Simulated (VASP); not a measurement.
# TlGaI6 (R-3m) in VASP: single point with PBEsol

Aim: the single point of TlGaI6 with PBEsol.

Program: VASP 6.6.1. These are calculated values, not measurements. Logs are shortened: lines on timing, memory, paths and dates and some standing lists are left out, and cuts for length are marked.

**1. The cell of the first run**

Symmetry: R-3m, No. 166, trigonal system. The conventional cell has a = 9.955 Å, b = 9.955 Å, c = 10.146 Å, α = 90.00°, β = 90.00°, γ = 120.00°. Tl (site symmetry -3m) has 12 I at 3.57 to 4.03 Å within 4.7 Å. Ga (site symmetry -3m) has 6 I at 2.75 Å within 3.6 Å. Within 3.6 Å of I (site symmetry m) lie 1 Ga at 2.75 Å and 1 Tl at 3.57 Å and 2 I at 3.57 Å.

**2. Single point, PBEsol**

Contents of INCAR:

```
PREC = Accurate ; ENCUT = 520
EDIFF = 1E-6 ; ISMEAR = -1
SIGMA = 0.03 ; LREAL = F
LASPH = T ; NELM = 60
ALGO = Normal ; ISIF = 2
LWAVE = F ; LCHARG = F
GGA = PS ; NBANDS = 44
```

Contents of KPOINTS:

```
Automatic mesh
0
Gamma
  4 4 4
```

Contents of POSCAR:

```
TlGaI6
1.0
    4.9776961992      2.8738742389      3.3819862107
   -4.9776961992      2.8738742389      3.3819862107
    0.0000000000     -5.7477484827      3.3819862066
Tl Ga I
1 1 6
Direct
    0.5000000000      0.5000000000      0.5000000000
    0.0000000000      0.0000000000      0.0000000000
    0.9140054974      0.2921083936      0.2921083936
    0.2921083936      0.9140054974      0.2921083936
    0.2921083936      0.2921083936      0.9140054974
    0.0859945026      0.7078916064      0.7078916064
    0.7078916064      0.0859945026      0.7078916064
    0.7078916064      0.7078916064      0.0859945026
```

Potentials or basis: VASP PAW PBE potentials, release 64 (Tl_d, Ga_d, I).

Run with:

```console
$ cat potpaw_PBE.64/Tl_d/POTCAR potpaw_PBE.64/Ga_d/POTCAR potpaw_PBE.64/I/POTCAR > POTCAR
$ mpirun -np 1 vasp_std > vasp.out
```

OUTCAR:

```text
PREC = Accurate
   ENCUT = 520
   EDIFF = 1E-6
   ISMEAR = -1
   LREAL = F
   LASPH = T
   NELM = 60
   ISIF = 2
   GGA = PS

 ion  position               nearest neighbor table
   1  0.500  0.500  0.500-   5 3.57   8 3.57   3 3.57   6 3.57   7 3.57   4 3.57
   2  0.000  0.000  0.000-   5 2.75   8 2.75   3 2.75   6 2.75   7 2.75   4 2.75
   3  0.914  0.292  0.292-   2 2.75   1 3.57
   4  0.292  0.914  0.292-   2 2.75   1 3.57
   5  0.292  0.292  0.914-   2 2.75   1 3.57
   6  0.086  0.708  0.708-   2 2.75   1 3.57
   7  0.708  0.086  0.708-   2 2.75   1 3.57
   8  0.708  0.708  0.086-   2 2.75   1 3.57

  LATTYP: Found a trigonal (rhomboedric) cell.
 ALAT       =     6.6689162029
 COS(alpha) =    -0.1142335958

  Lattice vectors:

 A1 = (   4.9776961992,   2.8738742389,   3.3819862107)
 A2 = (  -4.9776961992,   2.8738742389,   3.3819862107)
 A3 = (   0.0000000000,  -5.7477484827,   3.3819862066)

Analysis of symmetry for initial positions (statically):
=====================================================================
 Subroutine PRICEL returns:
 Original cell was already a primitive cell.

 Routine SETGRP: Setting up the symmetry group for a
 trigonal (rhombohedral) supercell.

 Subroutine GETGRP returns: Found 12 space group operations
 (whereof 12 operations were pure point group operations)
 out of a pool of 12 trial point group operations.

The static configuration has the point symmetry D_3d.

Analysis of symmetry for dynamics (positions and initial velocities):
=====================================================================
 Subroutine PRICEL returns:
 Original cell was already a primitive cell.

 Routine SETGRP: Setting up the symmetry group for a
 trigonal (rhombohedral) supercell.

 Subroutine GETGRP returns: Found 12 space group operations
 (whereof 12 operations were pure point group operations)
 out of a pool of 12 trial point group operations.

The dynamic configuration has the point symmetry D_3d.

 Subroutine INISYM returns: Found 12 space group operations
 (whereof 12 operations are pure point group operations),
 and found     1 'primitive' translations

----------------------------------------------------------------------------------------

                                     Primitive cell

  volume of cell :     290.2814

  direct lattice vectors                    reciprocal lattice vectors
     4.977696199  2.873874239  3.381986211     0.100448075  0.057993723  0.098561411
    -4.977696199  2.873874239  3.381986211    -0.100448075  0.057993723  0.098561411
     0.000000000 -5.747748483  3.381986207     0.000000000 -0.115987446  0.098561411

  length of vectors
     6.668916203  6.668916203  6.668916203     0.152208539  0.152208539  0.152208539

  position of ions in fractional coordinates (direct lattice)
     0.500000000  0.500000000  0.500000000
     0.000000000  0.000000000  0.000000000
     0.914005497  0.292108394  0.292108394
     0.292108394  0.914005497  0.292108394
     0.292108394  0.292108394  0.914005497
     0.085994503  0.707891606  0.707891606
     0.707891606  0.085994503  0.707891606
     0.707891606  0.707891606  0.085994503

  ion indices of the primitive-cell ions
   primitive index   ion index
                 1           1
                 2           2
                 3           3
                 4           4
                 5           5
                 6           6
                 7           7
                 8           8

----------------------------------------------------------------------------------------

 KPOINTS: Automatic mesh

Automatic generation of k-mesh.
 Grid dimensions read from file:
 generate k-points for:    4    4    4

 Generating k-lattice:

  Cartesian coordinates                     Fractional coordinates (reciprocal lattice)
     0.025112019  0.014498431  0.024640353     0.250000000  0.000000000 -0.000000000
    -0.025112019  0.014498431  0.024640353     0.000000000  0.250000000 -0.000000000
     0.000000000 -0.028996862  0.024640353     0.000000000  0.000000000  0.250000000

  Length of vectors
     0.038052135  0.038052135  0.038052135

  Shift w.r.t. Gamma in fractional coordinates (k-lattice)
     0.000000000  0.000000000  0.000000000

 Subroutine IBZKPT returns following result:
 ===========================================

 Found     13 irreducible k-points:

 Following reciprocal coordinates:
            Coordinates               Weight
  0.000000  0.000000  0.000000      1.000000
  0.250000 -0.000000 -0.000000      6.000000
  0.500000 -0.000000 -0.000000      3.000000
  0.250000  0.250000 -0.000000      6.000000
  0.500000  0.250000 -0.000000     12.000000
 -0.250000  0.250000  0.000000      6.000000
  0.500000  0.500000 -0.000000      3.000000
  0.250000  0.250000  0.250000      2.000000
  0.500000  0.250000  0.250000      6.000000
 -0.250000  0.250000  0.250000      6.000000
  0.500000  0.500000  0.250000      6.000000
 -0.250000  0.500000  0.250000      6.000000
  0.500000  0.500000  0.500000      1.000000
   k-points           NKPTS =     13   k-points in BZ     NKDIM =     13   number of bands    NBANDS=     44
   number of dos      NEDOS =    301   number of ions     NIONS =      8
   total plane-waves  NPLWV = 125000
   dimension x,y,z NGX =    50 NGY =   50 NGZ =   50
   dimension x,y,z NGXF=   100 NGYF=  100 NGZF=  100
   ions per type =               1   1   6
   NGX,Y,Z   is equivalent  to a cutoff of  12.46, 12.46, 12.46 a.u.
   NGXF,Y,Z  is equivalent  to a cutoff of  24.93, 24.93, 24.93 a.u.
 SYSTEM =  unknown system
   PREC   = accura    normal or accurate (medium, high low for compatibility)
   ISTART =      0    job   : 0-new  1-cont  2-samecut
   ICHARG =      2    charge: 1-file 2-atom 10-const
   ISPIN  =      1    spin polarized calculation?
   LNONCOLLINEAR =      F non collinear calculations
   LSORBIT =      F    spin-orbit coupling
   LASPH  =      T    aspherical Exc in radial PAW
   ENCUT  =  520.0 eV  38.22 Ry    6.18 a.u.  12.40 12.40 12.40*2*pi/ulx,y,z
   NELM   =     60;   NELMIN=  2; NELMDL= -5     # of ELM steps
   EDIFF  = 0.1E-05   stopping-criterion for ELM
   LREAL  =      F    real-space projection
   EDIFFG = 0.1E-04   stopping-criterion for IOM
   NSW    =      0    number of steps for IOM
   IBRION =     -1    ionic relax: 0-MD 1-quasi-New 2-CG
   NFREE  =      0    steps in history (QN), initial steepest desc. (CG)
   ISIF   =      2    stress and relaxation
   ISYM   =      2    0-nonsym 1-usesym 2-fastsym
   POTIM  = 0.5000    time-step for ionic-motion
   TEBEG  =    0.0;   TEEND  =   0.0 temperature during run
   PSTRESS=    0.0 pullay stress
   NELECT =      68.0000    total number of electrons
   NUPDOWN=      -1.0000    fix difference up-down
   EMIN   =  10.00;   EMAX   =-10.00  energy-range for DOS
   EFERMI =   0.00;   METHOD = LEGACY
   ISMEAR =    -1;   SIGMA  =   0.03  broadening in eV -4-tet -1-fermi 0-gaus
   EFERMI_NEDOS =   21; number of points for ismear=-14 and -15
   IALGO  =     38    algorithm
   IMIX   =      4    mixing-type and parameters
     AMIX     =   0.40;   BMIX     =  1.00
     AMIX_MAG =   1.60;   BMIX_MAG =  1.00
  volume/ion in A,a.u.               =      36.29       244.86
  Fermi-wavevector in a.u.,A,eV,Ry     =   1.009186  1.907086 13.856951  1.018457
  Thomas-Fermi vector in A             =   2.142099
   LORBIT       =      0    0 simple, 1 ext, 2 COOP (PROOUT), +10 PAW based schemes
   GGA     = PS    functional components
   LHFCALC =     F    Hartree Fock is set to
   AEXX    =    0.0000 exact exchange contribution
   IVDW    =     0    specifies the selected vdW correction
   LEPSILON=     F    determine dielectric tensor
   LRPA    =     F    only Hartree local field effects (RPA)
 non-spin polarized calculation
  energy-cutoff  :      520.00
  volume of cell :      290.28
 maximum number of plane-waves:      7849
 NGX is ok and might be reduce to    50
   NGX = 25   NGY = 25   NGZ = 25

 number of electron      67.9999980 magnetization

 Free energy of the ion-electron system (eV)
  ---------------------------------------------------
  ext. energy  EPLUGINS =         0.00000000
  ---------------------------------------------------
  free energy    TOTEN  =       -17.92686198 eV

  energy without entropy =      -17.91195190  energy(sigma->0) =      -17.91940694

 E-fermi :   3.3723     XC(G=0):  -8.8210

 val. band max:        3.3685286478   @ k =   0.2500  -0.0000  -0.0000
 cond. band min:       3.3916683133   @ k =   0.5000  -0.0000  -0.0000
 fundamental gap:      0.0231396655
 Fermi energy:         3.3723467907

 k-point     1 :       0.0000    0.0000    0.0000
  band No.  band energies     occupation
      1     -11.4439      2.00000
      2     -11.4439      2.00000
      3     -11.3418      2.00000
      4     -11.3364      2.00000
      5     -11.3364      2.00000
      6      -9.6890      2.00000
[... 36 lines left out ...]
     43       9.7531      0.00000
     44      10.0043      0.00000

 k-point     2 :       0.2500   -0.0000   -0.0000
  band No.  band energies     occupation
      1     -11.4445      2.00000
      2     -11.4435      2.00000
      3     -11.3417      2.00000
      4     -11.3364      2.00000
      5     -11.3364      2.00000
      6      -9.5837      2.00000
[... 36 lines left out ...]
     43       9.3533      0.00000
     44       9.5732      0.00000

 k-point     3 :       0.5000   -0.0000   -0.0000
  band No.  band energies     occupation
      1     -11.4451      2.00000
      2     -11.4430      2.00000
      3     -11.3417      2.00000
      4     -11.3365      2.00000
      5     -11.3363      2.00000
      6      -9.3944      2.00000
[... 459 lines left out ...]
     43       9.4473      0.00000
     44       9.6377      0.00000

 k-point    13 :       0.5000    0.5000    0.5000
  band No.  band energies     occupation
      1     -11.4476      2.00000
      2     -11.4476      2.00000
      3     -11.3418      2.00000
      4     -11.3363      2.00000
      5     -11.3363      2.00000
      6      -9.0582      2.00000
[... 36 lines left out ...]
     43       9.1467      0.00000
     44       9.3499      0.00000

------------------------ aborting loop because EDIFF is reached ----------------------------------------

  FORCE on cell =-STRESS in cart. coord.  units (eV):
  Direction    XX          YY          ZZ          XY          YZ          ZX
  --------------------------------------------------------------------------------------
  -------------------------------------------------------------------------------------
  Total        0.0130259      0.0130259      0.0758463     -0.0000000     -0.0000000      0.0000000
  in kB        0.0718948      0.0718948      0.4186253     -0.0000000     -0.0000000      0.0000000
  external PRESSURE =       0.1874717 kB  Pullay stress =       0.0000000 kB

 VOLUME and BASIS-vectors are now :
 -----------------------------------------------------------------------------
  energy-cutoff  :      520.00
  volume of cell :      290.28
      direct lattice vectors                 reciprocal lattice vectors
     4.977696199  2.873874239  3.381986211     0.100448075  0.057993723  0.098561411
    -4.977696199  2.873874239  3.381986211    -0.100448075  0.057993723  0.098561411
     0.000000000 -5.747748483  3.381986207     0.000000000 -0.115987446  0.098561411

 POSITION                                       TOTAL-FORCE (eV/Angst)
 -----------------------------------------------------------------------------------
      0.00000     -0.00000      5.07298         0.000000      0.000000      0.000000
      0.00000      0.00000      0.00000         0.000000      0.000000      0.000000
      3.09561      1.78725      5.06697        -0.005639     -0.003256      0.005451
     -3.09561      1.78725      5.06697         0.005639     -0.003256      0.005451
      0.00000     -3.57451      5.06697         0.000000      0.006511      0.005451
     -3.09561     -1.78725      5.07899         0.005639      0.003256     -0.005451
      3.09561     -1.78725      5.07899        -0.005639      0.003256     -0.005451
      0.00000      3.57451      5.07899         0.000000     -0.006511     -0.005451
 -----------------------------------------------------------------------------------
    total drift:                                0.000000      0.000000     -0.000000

  FREE ENERGIE OF THE ION-ELECTRON SYSTEM (eV)
  ---------------------------------------------------
  free  energy   TOTEN  =       -17.9268619764 eV

  energy  without entropy=      -17.9119518980  energy(sigma->0) =      -17.91940694
```

Wall time 4.8 min (1 thread of Intel Xeon 8259CL, shared host); peak memory 0.44 GiB.

Results:

- Free energy: -17.9269 eV
- Pressure: 0.0 GPa
- Largest force: 0.008 eV/Å
- Band gap on the k mesh: zero (band 34 reaches 3.39 eV, above the bottom of band 35 at 3.30 eV)

Forces on the atoms (eV/Å):
```
Tl   0.000  0.000  0.000
Ga   0.000  0.000  0.000
I   -0.006 -0.003  0.005
I    0.006 -0.003  0.005
I    0.000  0.007  0.005
I    0.006  0.003 -0.005
I   -0.006  0.003 -0.005
I    0.000 -0.007 -0.005
```

Levels at points of the mesh, in eV from the Fermi level:
| k point | band 30 | band 31 | band 32 | band 33 | band 34 | band 35 | band 36 | band 37 | band 38 | band 39 |
| --- | --- | --- | --- | --- | --- | --- | --- | --- | --- | --- |
| (0.00, 0.00, 0.00) | -0.98 | -0.98 | -0.77 | -0.18 | -0.18 | 0.82 | 1.08 | 2.49 | 4.06 | 4.06 |
| (0.50, 0.00, 0.00) | -0.94 | -0.92 | -0.52 | -0.32 | 0.02 | 0.23 | 1.35 | 2.93 | 4.02 | 4.40 |
| (0.50, 0.50, 0.00) | -0.71 | -0.65 | -0.60 | -0.34 | -0.32 | -0.07 | 1.82 | 3.04 | 3.36 | 3.57 |
| (0.50, 0.50, 0.50) | -0.82 | -0.82 | -0.66 | -0.34 | -0.34 | 0.41 | 1.04 | 3.82 | 3.90 | 3.90 |

Caveat: the PAW data sets were made with another functional, which shifts forces and pressure a little; spin-orbit coupling is left out, which moves the levels of the heavy elements.
